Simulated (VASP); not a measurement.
Wanted: the native input for a VASP 6.6.1 run.

* Task: single point
* Functional: LDA
* Potentials or basis: VASP PAW LDA potentials, release 64 (Tl_d)
* Cutoff: 520 eV
* k mesh: 13 × 13 × 13
* Occupations: fermi-dirac, width 0.1 eV
* Spin: no spin polarisation
* Dipole correction: no
* Further INCAR settings: ALGO = Normal; EDIFF = 1e-06; NBANDS = 12

The structure of Tl lies in POSCAR:

```
Tl
1.0
    0.0000000000      2.2852122498      2.2852122498
    2.2852122498      0.0000000000      2.2852122498
    2.2852122498      2.2852122498      0.0000000000
Tl
1
Direct
    0.0000000000      0.0000000000      0.0000000000
```

This cell differs from its parent crystal: volume scaled by 0.88.

The input as run:

INCAR

```
ALGO = Normal
EDIFF = 1E-6
ENCUT = 520
GGA = CA
ISIF = 2
ISMEAR = -1
LASPH = True
LCHARG = False
LREAL = False
LWAVE = False
NBANDS = 12
NELM = 80
PREC = Accurate
SIGMA = 0.1
```

KPOINTS

```
k-points
0
Gamma
  13 13 13
```

Potentials or basis: VASP PAW LDA potentials, release 64 (Tl_d).

Command:

```sh
$ cat potpaw_LDA.64/Tl_d/POTCAR > POTCAR
$ mpirun -np 1 vasp_std > vasp.out
```

It gave:

| Quantity | Value |
| --- | --- |
| Pressure | 8.0 GPa |

Run time: 16 s on 1 thread of AMD EPYC 7R13 Processor (Zen 3) (shared host), peak memory 0.11 GiB.
